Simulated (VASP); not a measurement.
# BN (Pm) in VASP: further runs, part 2 of 3

VASP 6.6.1. The steps go on from the part before.

### 4 Single point, r2SCAN (all B atoms moved -0.050 Å, as atom 1 along Cartesian [1 1 0])

File POSCAR:

```
BN
1.0
    2.5009753125      0.0000000000      0.0000000000
   -1.2504876563      2.1659081548      0.0000000000
    0.0000000000      0.0000000000      6.8741616654
B N
2 2
Direct
    0.3110349311      0.6503431033      0.2500000000
    0.6443682644      0.3170097699      0.7500000000
    0.3333333333      0.6666666667      0.7500000000
    0.6666666667      0.3333333333      0.2500000000
```

File INCAR.step1:

```
PREC     = Accurate       # precision mode
ENCUT    = 520            # plane-wave cutoff, eV
ISMEAR   = 0              # smearing method
SIGMA    = 0.05           # smearing width, eV
LREAL    = F              # projectors in reciprocal space
LASPH    = T              # aspherical terms in the spheres
NELM     = 100            # most SCF steps
NBANDS   = 16             # bands
GGA      = PE             # functional
ALGO     = Normal         # electronic algorithm
EDIFF    = 1E-4           # SCF threshold, eV
LWAVE    = T              # write WAVECAR
LCHARG   = F              # write CHGCAR
```

File INCAR.step2:

```
PREC     = Accurate       # precision mode
ENCUT    = 520            # plane-wave cutoff, eV
EDIFF    = 1E-7           # SCF threshold, eV
ISMEAR   = 0              # smearing method
SIGMA    = 0.05           # smearing width, eV
LREAL    = F              # projectors in reciprocal space
LASPH    = T              # aspherical terms in the spheres
NELM     = 100            # most SCF steps
ALGO     = Normal         # electronic algorithm
ISIF     = 2              # what is computed and relaxed
LWAVE    = F              # write WAVECAR
LCHARG   = F              # write CHGCAR
METAGGA  = R2SCAN         # meta-GGA
LMIXTAU  = T            
NBANDS   = 16             # bands
ISTART   = 1
```

File KPOINTS:

```
Automatic mesh
0
Gamma
  12 12 4
```

Command:

```sh
$ cat potpaw_PBE.64/B/POTCAR potpaw_PBE.64/N/POTCAR > POTCAR
$ cp INCAR.step1 INCAR
$ mpirun -np 1 vasp_std > vasp.out
$ cp INCAR.step2 INCAR
$ mpirun -np 1 vasp_std > vasp.out
```

It took 7.4 min on 1 thread of Intel Xeon Platinum 8259CL at 2.50GHz (Skylake/Cascade Lake), shared host; peak memory 0.24 GiB.

Results (log left out):

* Free energy: -38.4916 eV
* Pressure: 1.3 GPa
* Largest force: 2.213 eV/Å
* Band gap on the k mesh: 4.87 eV (least direct gap 5.34 eV)

Forces in eV/Å, atoms in the order of the input:
```
B    1.644  1.481  0.000
B    1.317  1.480  0.000
N   -1.316 -1.480  0.000
N   -1.645 -1.481  0.000
```

Stress tensor (GPa, compression positive):
```
 2.06  0.38  0.00
 0.38  2.05  0.00
 0.00  0.00 -0.25
```

Levels at points of the mesh, in eV from the valence-band top:
```
           k point  band 4  band 5  band 6  band 7  band 8  band 9  band 10  band 11  band 12  band 13
(0.00, 0.00, 0.00)   -4.39   -1.93   -1.92   -0.71   -0.71    5.41    10.63    11.60    11.64    12.79
(0.50, 0.00, 0.00)   -9.11   -4.58   -3.94   -1.37   -0.47    4.87     6.32    10.22    10.76    13.13
(0.00, 0.50, 0.00)   -9.14   -4.47   -4.00   -1.36   -0.49    4.90     6.28    10.18    10.70    13.14
(0.50, 0.50, 0.00)   -9.19   -4.30   -4.12   -1.34   -0.50    4.94     6.23    10.15    10.64    13.15
(0.00, 0.00, 0.50)   -5.41   -1.93   -1.92   -0.71   -0.71    7.71     7.71    11.63    11.64    13.14
(0.50, 0.00, 0.50)   -9.11   -4.58   -3.94   -1.09   -0.73    5.03     5.76    10.58    10.75    14.06
(0.00, 0.50, 0.50)   -9.15   -4.47   -4.01   -1.04   -0.78    5.12     5.66    10.55    10.67    14.08
(0.50, 0.50, 0.50)   -9.20   -4.30   -4.13   -0.96   -0.86    5.29     5.48    10.54    10.58    14.12
```

Caveat: the cell differs from its parent crystal (all B atoms moved -0.050 Å, as atom 1 along Cartesian [1 1 0]); the PAW data sets were made with another functional, which shifts forces and pressure a little. A k mesh can miss the band edges.

### 5 Single point, r2SCAN (all B atoms moved +0.025 Å, as atom 1 along Cartesian [1 1 0])

Edit POSCAR of step 4 so:

```diff
@@ -8,4 +8,4 @@
 Direct
-    0.3110349311      0.6503431033      0.2500000000
-    0.6443682644      0.3170097699      0.7500000000
+    0.3444825345      0.6748284484      0.2500000000
+    0.6778158678      0.3414951150      0.7500000000
     0.3333333333      0.6666666667      0.7500000000
```

File INCAR.step1:

```
ALGO = Normal
EDIFF = 1E-4
ENCUT = 520
GGA = PE
ISMEAR = 0
LASPH = True
LCHARG = False
LREAL = False
LWAVE = True
NBANDS = 16
NELM = 100
PREC = Accurate
SIGMA = 0.05
```

File INCAR.step2:

```
ALGO = Normal
EDIFF = 1E-6
ENCUT = 520
ISIF = 2
ISMEAR = 0
ISTART = 1
LASPH = True
LCHARG = True
LELF = True
LMIXTAU = True
LREAL = False
LVHAR = True
LWAVE = False
METAGGA = R2SCAN
NBANDS = 16
NELM = 100
PREC = Accurate
SIGMA = 0.05
```

File KPOINTS:

```
k-points
0
Gamma
  12 12 4
```

Potentials or basis: VASP PAW PBE potentials, release 64 (B, N).

Command:

```sh
$ cat potpaw_PBE.64/B/POTCAR potpaw_PBE.64/N/POTCAR > POTCAR
$ cp INCAR.step1 INCAR
$ mpirun -np 1 vasp_std > vasp.out
$ cp INCAR.step2 INCAR
$ mpirun -np 1 vasp_std > vasp.out
```

OUTCAR:

```text
EDIFF = 1E-6
   ENCUT = 520
   ISIF = 2
   ISMEAR = 0
   ISTART = 1
   LASPH = True
   LREAL = False
   METAGGA = R2SCAN
   NELM = 100
   PREC = Accurate

 ion  position               nearest neighbor table
   1  0.344  0.675  0.250-   4 1.43   4 1.44   4 1.47
   2  0.678  0.341  0.750-   3 1.42   3 1.45   3 1.46
   3  0.333  0.667  0.750-   2 1.42   2 1.45   2 1.46
   4  0.667  0.333  0.250-   1 1.43   1 1.44   1 1.47

  LATTYP: Found a hexagonal cell.
[... 655 lines left out ...]

  FORCE on cell =-STRESS in cart. coord.  units (eV):
  Direction    XX          YY          ZZ          XY          YZ          ZX
  --------------------------------------------------------------------------------------
  -------------------------------------------------------------------------------------
  Total        0.2365226      0.2363975     -0.0572878      0.0219932      0.0000000      0.0000000
  in kB       10.1768652     10.1714825     -2.4649259      0.9463042      0.0000000      0.0000000
  external PRESSURE =       5.9611406 kB  Pullay stress =       0.0000000 kB

 VOLUME and BASIS-vectors are now :
 -----------------------------------------------------------------------------
  energy-cutoff  :      520.00
  volume of cell :       37.24
      direct lattice vectors                 reciprocal lattice vectors
     2.500975313  0.000000000  0.000000000     0.399844011  0.230850047  0.000000000
    -1.250487656  2.165908155  0.000000000     0.000000000  0.461700095  0.000000000
     0.000000000  0.000000000  6.874161665     0.000000000  0.000000000  0.145472284

 POSITION                                       TOTAL-FORCE (eV/Angst)
 -----------------------------------------------------------------------------------
      0.01768      1.46162      1.71854        -0.698467     -0.739123      0.000000
      1.26817      0.73965      5.15562        -0.779845     -0.739183      0.000000
     -0.00000      1.44394      5.15562         0.780100      0.739167      0.000000
      1.25049      0.72197      1.71854         0.698212      0.739139      0.000000
 -----------------------------------------------------------------------------------
    total drift:                                0.000040      0.000042     -0.000001

  FREE ENERGIE OF THE ION-ELECTRON SYSTEM (eV)
  ---------------------------------------------------
  free  energy   TOTEN  =       -38.5700115815 eV

  energy  without entropy=      -38.5700115815  energy(sigma->0) =      -38.57001158
```

OSZICAR.step1:

```text
N       E                     dE             d eps       ncg     rms          rms(c)
DAV:   1     0.502550676196E+02    0.50255E+02   -0.79698E+03  7128   0.921E+02
DAV:   2    -0.353911294077E+02   -0.85646E+02   -0.77542E+02  9816   0.220E+02
DAV:   3    -0.387606347447E+02   -0.33695E+01   -0.33517E+01  9360   0.435E+01
DAV:   4    -0.387835259339E+02   -0.22891E-01   -0.22887E-01  8856   0.398E+00
DAV:   5    -0.387837489610E+02   -0.22303E-03   -0.22302E-03  9288   0.376E-01    0.113E+01
DAV:   6    -0.355160911966E+02    0.32677E+01   -0.53161E+00  9232   0.176E+01    0.509E+00
DAV:   7    -0.352255608583E+02    0.29053E+00   -0.58892E-01  9728   0.554E+00    0.318E+00
DAV:   8    -0.351470101051E+02    0.78551E-01   -0.24580E-01  9328   0.331E+00    0.480E-01
DAV:   9    -0.351423130202E+02    0.46971E-02   -0.15986E-02  8000   0.102E+00    0.199E-01
DAV:  10    -0.351433609709E+02   -0.10480E-02   -0.13921E-03  8280   0.287E-01    0.360E-02
DAV:  11    -0.351434754386E+02   -0.11447E-03   -0.91181E-05  7688   0.785E-02    0.232E-02
DAV:  12    -0.351434962788E+02   -0.20840E-04   -0.28182E-05  5856   0.414E-02
   1 F= -.35143496E+02 E0= -.35143496E+02  d E =-.241658E-18
```

It took 6.7 min on 1 thread of Intel Xeon Platinum 8259CL at 2.50GHz (Skylake/Cascade Lake), shared host; peak memory 0.24 GiB.

Results:

```
Free energy            : -38.5700 eV
Pressure               : 0.6 GPa
Largest force          : 1.075 eV/Å
Band gap on the k mesh : 4.91 eV (least direct gap 5.38 eV)
```

Forces in eV/Å, atoms in the order of the input:
```
B   -0.698 -0.739  0.000
B   -0.780 -0.739  0.000
N    0.780  0.739  0.000
N    0.698  0.739  0.000
```

Levels at points of the mesh, in eV from the valence-band top:
```
           k point  band 6  band 7  band 8  band 9  band 10  band 11
(0.00, 0.00, 0.00)   -1.64   -1.03   -1.02    5.40    10.61    11.99
(0.50, 0.00, 0.00)   -4.10   -1.36   -0.50    4.91     6.23    10.21
(0.00, 0.50, 0.00)   -4.14   -1.35   -0.50    4.92     6.21    10.20
(0.50, 0.50, 0.00)   -4.20   -1.35   -0.51    4.93     6.20    10.20
(0.00, 0.00, 0.50)   -1.64   -1.03   -1.03    7.70     7.70    12.00
(0.50, 0.00, 0.50)   -4.11   -1.00   -0.83    5.19     5.55    10.61
(0.00, 0.50, 0.50)   -4.14   -0.98   -0.85    5.24     5.50    10.61
(0.50, 0.50, 0.50)   -4.21   -0.94   -0.89    5.32     5.42    10.61
```

Caveat: the cell differs from its parent crystal (all B atoms moved +0.025 Å, as atom 1 along Cartesian [1 1 0]); the PAW data sets were made with another functional, which shifts forces and pressure a little. A k mesh can miss the band edges.

(Continued in part 3 of 3.)
